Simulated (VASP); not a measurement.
# HfO2: single point with r2SCAN

HfO2:

```
Hf O
1.0
     4.74847    0.00000    0.00000
     0.00000    4.74847    0.00000
     0.00000    0.00000    3.16210
Hf O
2 4
Direct
  0.00000 0.00000 0.00000
  0.50000 0.50000 0.50000
  0.19496 0.80504 0.50000
  0.30504 0.30504 0.00000
  0.69496 0.69496 0.00000
  0.80504 0.19496 0.50000
```

```
Program                : VASP 6.6.1
Task                   : single point
Functional             : r2SCAN
Potentials or basis    : VASP PAW PBE potentials, release 64 (Hf_pv, O)
Cutoff                 : 520 eV
k mesh                 : 4 × 4 × 6
Occupations            : gaussian, width 0.01 eV
Spin                   : no spin polarisation
Dipole correction      : no
Further INCAR settings : ALGO = Normal; EDIFF = 1e-07; NBANDS = 31
```

| Quantity | Value |
| --- | --- |
| Pressure | 11.2 GPa |
| Largest force | 0.131 eV/Å |
| Band gap on the k mesh | 4.70 eV, direct |

Forces in eV/Å, atoms in the order of the input:
```
Hf   0.000  0.000  0.000
Hf   0.000  0.000  0.000
O    0.093 -0.093  0.000
O   -0.093 -0.093  0.000
O    0.093  0.093  0.000
O   -0.093  0.093  0.000
```

Stress tensor (GPa, compression positive):
```
10.22  0.00  0.00
 0.00 10.22  0.00
 0.00  0.00 13.11
```

Levels at points of the mesh, in eV from the valence-band top:
```
           k point  band 20  band 21  band 22  band 23  band 24  band 25
(0.00, 0.00, 0.00)    -0.51    -0.51     0.00     4.70     4.83     6.00
(0.50, 0.00, 0.00)    -1.51    -0.71    -0.71     5.40     5.40     7.09
(0.50, 0.50, 0.00)    -1.17    -0.84    -0.84     4.92     4.92     6.46
(0.00, 0.00, 0.50)    -2.12    -0.99    -0.99     6.40     6.40     6.94
(0.50, 0.00, 0.50)    -1.82    -1.00    -1.00     4.88     4.88     7.20
(0.50, 0.50, 0.50)    -1.19    -0.52    -0.52     5.87     5.87     6.69
```

Run time: 7 min on 1 thread of AMD EPYC 7R43 64-Core Processor (Zen 3), on a shared host, peak memory 0.16 GiB.

Caveat: the PAW data sets were made with another functional, which shifts forces and pressure a little; spin-orbit coupling is left out, which moves the levels of the heavy elements. A k mesh can miss the band edges.
